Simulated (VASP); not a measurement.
# Rb2AlH4 (P6/mmm) in VASP: a series of runs, part 2 of 3

VASP 6.6.1. Earlier steps stand in the parts before.

### 3 Single point, PBE

This run uses another cell than the first one, of 38.82 Å³/atom, 1.013 times its volume.

File INCAR:

```
SYSTEM = Rb2AlH4
PREC     = Accurate       ! precision mode
ENCUT    = 520            ! plane-wave cutoff, eV
EDIFF    = 1E-6           ! SCF threshold, eV
ISMEAR   = 0              ! smearing method
SIGMA    = 0.1            ! smearing width, eV
LREAL    = .False.        ! projectors in reciprocal space
LASPH    = .True.         ! aspherical terms in the spheres
NELM     = 100            ! most SCF steps
ALGO     = Normal         ! electronic algorithm
ISIF     = 2              ! what is computed and relaxed
LWAVE    = .False.        ! write WAVECAR
LCHARG   = .False.        ! write CHGCAR
GGA      = PE             ! functional
NBANDS   = 22             ! bands
```

File KPOINTS:

```
regular mesh
0
Gamma
  6 6 6
  0 0 0
```

File POSCAR:

```
Rb2AlH4
1.0
    7.0532041508      0.0000000000      0.0000000000
   -3.5266020754      6.1082539726      0.0000000000
    0.0000000000      0.0000000000      6.3075183941
Rb Al H
2 1 4
Direct
    0.3333333333      0.6666666667      0.5000000000
    0.6666666667      0.3333333333      0.5000000000
    0.0000000000      0.0000000000      0.0000000000
    0.3333333333      0.6666666667      0.0590857167
    0.6666666667      0.3333333333      0.0590857167
    0.6666666667      0.3333333333      0.9409142833
    0.3333333333      0.6666666667      0.9409142833
```

Potentials or basis: VASP PAW PBE potentials, release 64 (Rb_sv, Al, H).

Started as:

```bash
> cat potpaw_PBE.64/Rb_sv/POTCAR potpaw_PBE.64/Al/POTCAR potpaw_PBE.64/H/POTCAR > POTCAR
> mpirun -np 1 vasp_std > vasp.out
```

OUTCAR:

```text
SYSTEM = Rb2AlH4
   PREC = Accurate
   ENCUT = 520
   EDIFF = 1E-6
   ISMEAR = 0
   LREAL = .False.
   LASPH = .True.
   NELM = 100
   ISIF = 2
   GGA = PE

 ion  position               nearest neighbor table
   1  0.333  0.667  0.500-   4 2.78   7 2.78   2 4.07   2 4.07   2 4.07
   2  0.667  0.333  0.500-   5 2.78   6 2.78   1 4.07   1 4.07   1 4.07
   3  0.000  0.000  0.000-
   4  0.333  0.667  0.059-   7 0.75   1 2.78
   5  0.667  0.333  0.059-   6 0.75   2 2.78
   6  0.667  0.333  0.941-   5 0.75   2 2.78
   7  0.333  0.667  0.941-   4 0.75   1 2.78

  LATTYP: Found a hexagonal cell.
 ALAT       =     7.0532041508
 C/A-ratio  =     0.8942770207

  Lattice vectors:

 A1 = (   7.0532041508,   0.0000000000,   0.0000000000)
 A2 = (  -3.5266020754,   6.1082539726,   0.0000000000)
 A3 = (   0.0000000000,   0.0000000000,   6.3075183941)

Analysis of symmetry for initial positions (statically):
=====================================================================
 Subroutine PRICEL returns:
 Original cell was already a primitive cell.

 Routine SETGRP: Setting up the symmetry group for a
[... 184 lines left out ...]
 Fermi energy:         0.0589299515

 k-point     1 :       0.0000    0.0000    0.0000
  band No.  band energies     occupation
      1     -29.2297      2.00000
      2     -29.1981      2.00000
      3     -13.4098      2.00000
      4     -13.4098      2.00000
      5     -13.3620      2.00000
      6     -13.3009      2.00000
[... 589 lines left out ...]
     21       2.9390      0.00000
     22       2.9625      0.00000

 [... further k-points ...]

------------------------ aborting loop because EDIFF is reached ----------------------------------------

  FORCE on cell =-STRESS in cart. coord.  units (eV):
  Direction    XX          YY          ZZ          XY          YZ          ZX
  --------------------------------------------------------------------------------------
  -------------------------------------------------------------------------------------
  Total       -0.0532498     -0.0532498     -0.0833642      0.0000000      0.0000000      0.0000000
  in kB       -0.3139546     -0.3139546     -0.4915053      0.0000000      0.0000000      0.0000000
  external PRESSURE =      -0.3731381 kB  Pullay stress =       0.0000000 kB

 VOLUME and BASIS-vectors are now :
 -----------------------------------------------------------------------------
  energy-cutoff  :      520.00
  volume of cell :      271.75
      direct lattice vectors                 reciprocal lattice vectors
     7.053204151  0.000000000  0.000000000     0.141779534  0.081856452  0.000000000
    -3.526602075  6.108253973  0.000000000     0.000000000  0.163712905  0.000000000
     0.000000000  0.000000000  6.307518394     0.000000000  0.000000000  0.158540957

 POSITION                                       TOTAL-FORCE (eV/Angst)
 -----------------------------------------------------------------------------------
     -0.00000      4.07217      3.15376        -0.000000      0.000000      0.000000
      3.52660      2.03608      3.15376         0.000000      0.000000      0.000000
      0.00000      0.00000      0.00000        -0.000000      0.000000      0.000000
     -0.00000      4.07217      0.37268        -0.000000     -0.000000     -0.013017
      3.52660      2.03608      0.37268         0.000000      0.000000     -0.013017
      3.52660      2.03608      5.93483         0.000000     -0.000000      0.013017
     -0.00000      4.07217      5.93483        -0.000000      0.000000      0.013017
 -----------------------------------------------------------------------------------
    total drift:                               -0.000000      0.000000      0.000000

  FREE ENERGIE OF THE ION-ELECTRON SYSTEM (eV)
  ---------------------------------------------------
  free  energy   TOTEN  =       -15.8929050990 eV

  energy  without entropy=      -15.8486213681  energy(sigma->0) =      -15.87076323
```

OSZICAR:

```text
N       E                     dE             d eps       ncg     rms          rms(c)
DAV:   1     0.133121602156E+03    0.13312E+03   -0.87002E+03  1232   0.816E+02
DAV:   2    -0.530725780283E+00   -0.13365E+03   -0.13095E+03  1538   0.172E+02
DAV:   3    -0.160778223963E+02   -0.15547E+02   -0.15449E+02  1842   0.574E+01
DAV:   4    -0.172086796979E+02   -0.11309E+01   -0.11278E+01  1994   0.115E+01
DAV:   5    -0.172247008358E+02   -0.16021E-01   -0.16020E-01  1664   0.147E+00    0.645E+00
DAV:   6    -0.163021047165E+02    0.92260E+00   -0.52493E-01  1588   0.259E+00    0.359E+00
DAV:   7    -0.158826469528E+02    0.41946E+00   -0.13442E+00  1484   0.333E+00    0.673E-01
DAV:   8    -0.159004124656E+02   -0.17766E-01   -0.12477E-01  1610   0.121E+00    0.477E-01
DAV:   9    -0.158925678439E+02    0.78446E-02   -0.22074E-02  1588   0.399E-01    0.638E-02
DAV:  10    -0.158928643968E+02   -0.29655E-03   -0.21284E-03  1728   0.135E-01    0.342E-02
DAV:  11    -0.158929040924E+02   -0.39696E-04   -0.16720E-04  1554   0.530E-02    0.168E-02
DAV:  12    -0.158929056013E+02   -0.15089E-05   -0.15135E-05  1454   0.144E-02    0.472E-03
DAV:  13    -0.158929050990E+02    0.50226E-06   -0.29765E-06  1516   0.742E-03
   1 F= -.15892905E+02 E0= -.15870763E+02  d E =-.442837E-01
```

Run time: 80 s. Hardware: 1 thread of Intel Xeon 6975P-C (Granite Rapids), shared host; peak memory 0.45 GiB.

Results:

- Free energy: -15.8929 eV
- Pressure: 0.0 GPa
- Largest force: 0.013 eV/Å

Forces on the atoms (eV/Å):
```
Rb   0.000  0.000  0.000
Rb   0.000  0.000  0.000
Al   0.000  0.000  0.000
H    0.000  0.000 -0.013
H    0.000  0.000 -0.013
H    0.000  0.000  0.013
H    0.000  0.000  0.013
```

### 4 Relaxation of cell and atoms, PBE

File INCAR:

```
  PREC = Accurate
  ENCUT = 600
  EDIFF = 1E-6
  ISMEAR = 0
  SIGMA = 0.1
  LREAL = False
  LASPH = True
  NELM = 100
  ALGO = Normal
  ISIF = 3
  LWAVE = False
  LCHARG = False
  GGA = PE
  IBRION = 2
  NSW = 100
  EDIFFG = -0.01
```

File KPOINTS:

```
regular mesh
0
Gamma
  6 6 6
```

File POSCAR:

```
Rb2AlH4
1.0
    6.9757733999      0.0000000000      0.0000000000
   -3.4878867000      6.0411969754      0.0000000000
    0.0000000000      0.0000000000      6.3635504441
Rb Al H
2 1 4
Direct
    0.3333333333      0.6666666667      0.5000000000
    0.6666666667      0.3333333333      0.5000000000
    0.0000000000      0.0000000000      0.0000000000
    0.3333333333      0.6666666667      0.0586063590
    0.6666666667      0.3333333333      0.0586063590
    0.6666666667      0.3333333333      0.9413936410
    0.3333333333      0.6666666667      0.9413936410
```

Potentials or basis: VASP PAW PBE potentials, release 64 (Rb_sv, Al, H).

Started as:

```bash
> cat potpaw_PBE.64/Rb_sv/POTCAR potpaw_PBE.64/Al/POTCAR potpaw_PBE.64/H/POTCAR > POTCAR
> mpirun -np 1 vasp_std > vasp.out
```

OUTCAR:

```text
PREC = Accurate
   ENCUT = 600
   EDIFF = 1E-6
   ISMEAR = 0
   LREAL = False
   LASPH = True
   NELM = 100
   ISIF = 3
   GGA = PE
   IBRION = 2
   NSW = 100
   EDIFFG = -0.01

 ion  position               nearest neighbor table
   1  0.333  0.667  0.500-   4 2.81   7 2.81   2 4.03   2 4.03   2 4.03
   2  0.667  0.333  0.500-   5 2.81   6 2.81   1 4.03   1 4.03   1 4.03
   3  0.000  0.000  0.000-
   4  0.333  0.667  0.059-   7 0.75   1 2.81
   5  0.667  0.333  0.059-   6 0.75   2 2.81
   6  0.667  0.333  0.941-   5 0.75   2 2.81
   7  0.333  0.667  0.941-   4 0.75   1 2.81

  LATTYP: Found a hexagonal cell.
 ALAT       =     6.9757733999
 C/A-ratio  =     0.9122358310

  Lattice vectors:

 A1 = (   6.9757733999,   0.0000000000,   0.0000000000)
 A2 = (  -3.4878867000,   6.0411969754,   0.0000000000)
 A3 = (   0.0000000000,   0.0000000000,   6.3635504441)

Analysis of symmetry for initial positions (statically):
=====================================================================
 Subroutine PRICEL returns:
 Original cell was already a primitive cell.

 Routine SETGRP: Setting up the symmetry group for a
 hexagonal supercell.

 Subroutine GETGRP returns: Found 24 space group operations
 (whereof 24 operations were pure point group operations)
 out of a pool of 24 trial point group operations.

The static configuration has the point symmetry D_6h.

Analysis of symmetry for dynamics (positions and initial velocities):
=====================================================================
 Subroutine PRICEL returns:
 Original cell was already a primitive cell.

 Routine SETGRP: Setting up the symmetry group for a
 hexagonal supercell.

 Subroutine GETGRP returns: Found 24 space group operations
[... 148 lines left out ...]
  volume of cell :      268.17
 maximum number of plane-waves:      8982
 NGX is ok and might be reduce to    56
   NGX = 27   NGY = 27   NGZ = 25

--------------------------------------- Ionic step        1  -------------------------------------------

 number of electron      25.0000002 magnetization

 Free energy of the ion-electron system (eV)
  ---------------------------------------------------
  ext. energy  EPLUGINS =         0.00000000
  ---------------------------------------------------
  free energy    TOTEN  =       -15.89410814 eV

  energy without entropy =      -15.84780337  energy(sigma->0) =      -15.87095575

------------------------ aborting loop because EDIFF is reached ----------------------------------------

  FORCE on cell =-STRESS in cart. coord.  units (eV):
  Direction    XX          YY          ZZ          XY          YZ          ZX
  --------------------------------------------------------------------------------------
  -------------------------------------------------------------------------------------
  Total        0.1243419      0.1243419     -0.1814048     -0.0000000      0.0000000     -0.0000000
  in kB        0.7428710      0.7428710     -1.0837881     -0.0000000      0.0000000     -0.0000000
  external PRESSURE =       0.1339846 kB  Pullay stress =       0.0000000 kB
[... 104 lines left out ...]
  FREE ENERGIE OF THE ION-ELECTRON SYSTEM (eV)
  ---------------------------------------------------
  free  energy   TOTEN  =       -15.8943786340 eV

  energy  without entropy=      -15.8483857529  energy(sigma->0) =      -15.87138219

[... ionic steps 4 to 8 ...]

--------------------------------------- Ionic step        9  -------------------------------------------

 number of electron      25.0000001 magnetization

------------------------ aborting loop because EDIFF is reached ----------------------------------------
[... 77 lines left out ...]
--------------------------------------- Ionic step       11  -------------------------------------------

 number of electron      25.0000001 magnetization

 Free energy of the ion-electron system (eV)
  ---------------------------------------------------
  ext. energy  EPLUGINS =         0.00000000
  ---------------------------------------------------
  free energy    TOTEN  =       -15.89615769 eV

  energy without entropy =      -15.85181875  energy(sigma->0) =      -15.87398822

 E-fermi :   0.0725     XC(G=0):  -5.6836

 val. band max:        0.0646141502   @ k =   0.5000   0.0000   0.0000
 cond. band min:       0.0893458326   @ k =   0.3333   0.1667   0.3333
 fundamental gap:      0.0247316824
 Fermi energy:         0.0724954171

 k-point     1 :       0.0000    0.0000    0.0000
  band No.  band energies     occupation
      1     -29.2155      2.00000
      2     -29.1833      2.00000
      3     -13.3973      2.00000
      4     -13.3973      2.00000
      5     -13.3488      2.00000
      6     -13.2866      2.00000
[... 433 lines left out ...]
      3     -13.4119      2.00000
      4     -13.3743      2.00000
      5     -13.3597      2.00000
      6     -13.3356      2.00000
[... 8 lines left out ...]
     15       0.4766      0.00000
     16       1.3791      0.00000

 [... further k-points ...]
[... 5 lines left out ...]
  --------------------------------------------------------------------------------------
  -------------------------------------------------------------------------------------
  Total        0.0059154      0.0059154      0.0104382     -0.0000000      0.0000000      0.0000000
  in kB        0.0350851      0.0350851      0.0619111     -0.0000000      0.0000000      0.0000000
  external PRESSURE =       0.0440271 kB  Pullay stress =       0.0000000 kB
[... 22 lines left out ...]
  FREE ENERGIE OF THE ION-ELECTRON SYSTEM (eV)
  ---------------------------------------------------
  free  energy   TOTEN  =       -15.8961576914 eV

  energy  without entropy=      -15.8518187477  energy(sigma->0) =      -15.87398822

 reached required accuracy - stopping structural energy minimisation
```

OSZICAR:

```text
N       E                     dE             d eps       ncg     rms          rms(c)
DAV:   1     0.156780088012E+03    0.15678E+03   -0.95434E+03   896   0.126E+03
DAV:   2     0.201314092597E+01   -0.15477E+03   -0.15385E+03  1152   0.226E+02
DAV:   3    -0.157858933383E+02   -0.17799E+02   -0.17748E+02  1112   0.836E+01
[... 78 lines left out ...]
       N       E                     dE             d eps       ncg     rms          rms(c)
DAV:   1    -0.158961679734E+02   -0.27420E-04   -0.94653E-04   896   0.214E-01    0.175E-02
DAV:   2    -0.158961610978E+02    0.68757E-05   -0.11845E-05  1240   0.214E-02    0.983E-03
DAV:   3    -0.158961576722E+02    0.34256E-05   -0.88104E-06  1248   0.175E-02    0.147E-03
DAV:   4    -0.158961576914E+02   -0.19227E-07   -0.93567E-08   544   0.205E-03
  11 F= -.15896158E+02 E0= -.15873988E+02  d E =-.181524E-04
```

CONTCAR:

```text
Rb2AlH4
   1.00000000000000
     7.0401336559128218   -0.0000000000005333   -0.0000000000000000
    -3.5200668280073337    6.0969345921026283    0.0000000000000000
    -0.0000000000000000    0.0000000000000000    6.2932768575995368
  Rb              Al              H
     2     1     4
Direct
     0.3333333332999970    0.6666666667000030    0.5000000000000000
     0.6666666667000030    0.3333333332999970    0.5000000000000000
     0.0000000000000000    0.0000000000000000    0.0000000000000000
     0.3333333332999970    0.6666666667000030    0.0591681042755472
     0.6666666667000030    0.3333333332999970    0.0591681042755472
     0.6666666667000030    0.3333333332999970    0.9408318957244528
     0.3333333332999970    0.6666666667000030    0.9408318957244528

  0.00000000E+00  0.00000000E+00  0.00000000E+00
  0.00000000E+00  0.00000000E+00  0.00000000E+00
  0.00000000E+00  0.00000000E+00  0.00000000E+00
  0.00000000E+00  0.00000000E+00  0.00000000E+00
  0.00000000E+00  0.00000000E+00  0.00000000E+00
  0.00000000E+00  0.00000000E+00  0.00000000E+00
  0.00000000E+00  0.00000000E+00  0.00000000E+00
```

Run time: 6.7 min. Hardware: 1 thread of Intel Xeon 6975P-C (Granite Rapids), shared host; peak memory 0.54 GiB.

Results:

| Property | Result |
| --- | --- |
| Free energy | -15.8962 eV |
| Relaxed volume | 38.59 Å³/atom |
| Relaxed cell | a = 7.040 Å, b = 7.040 Å, c = 6.293 Å, α = 90.00°, β = 90.00°, γ = 120.00° |
| Space group after relaxing (to 0.05 Å) | P6/mmm (No. 191) |
| Energy gained by relaxing | 0.3 meV/atom |
| Ionic steps | 11 |
| Pressure after relaxing | 0.0 GPa |

Forces in eV/Å, atoms in the order of the input:
```
Rb   0.000  0.000  0.000
Rb   0.000  0.000  0.000
Al   0.000  0.000  0.000
H    0.000  0.000 -0.002
H    0.000  0.000 -0.002
H    0.000  0.000  0.002
H    0.000  0.000  0.002
```

Step by step:
```
step  energy change (eV)  largest force (eV/Å)  pressure (GPa)  volume (Å³)
   1              0.0000                0.0160            0.01       268.17
   2             -0.0003                0.0672            0.03       268.30
   3             -0.0003                0.0791            0.04       268.31
   4             -0.0004                0.0769            0.03       268.38
   5             -0.0007                0.0704            0.04       268.58
   6             -0.0013                0.0575            0.03       268.98
   7             -0.0020                0.0323            0.03       269.77
   8             -0.0011                0.0162           -0.01       271.31
   9             -0.0020                0.0225            0.01       270.13
  10             -0.0020                0.0257            0.00       270.13
  11             -0.0020                0.0022            0.00       270.13
```

Final structure:
```
CELL_PARAMETERS angstrom
7.04013 0.00000 0.00000
-3.52007 6.09693 0.00000
0.00000 0.00000 6.29328
ATOMIC_POSITIONS crystal
Rb 0.33333 0.66667 0.50000
Rb 0.66667 0.33333 0.50000
Al 0.00000 0.00000 0.00000
H 0.33333 0.66667 0.05917
H 0.66667 0.33333 0.05917
H 0.66667 0.33333 0.94083
H 0.33333 0.66667 0.94083
```

[end of part 2 of 3]
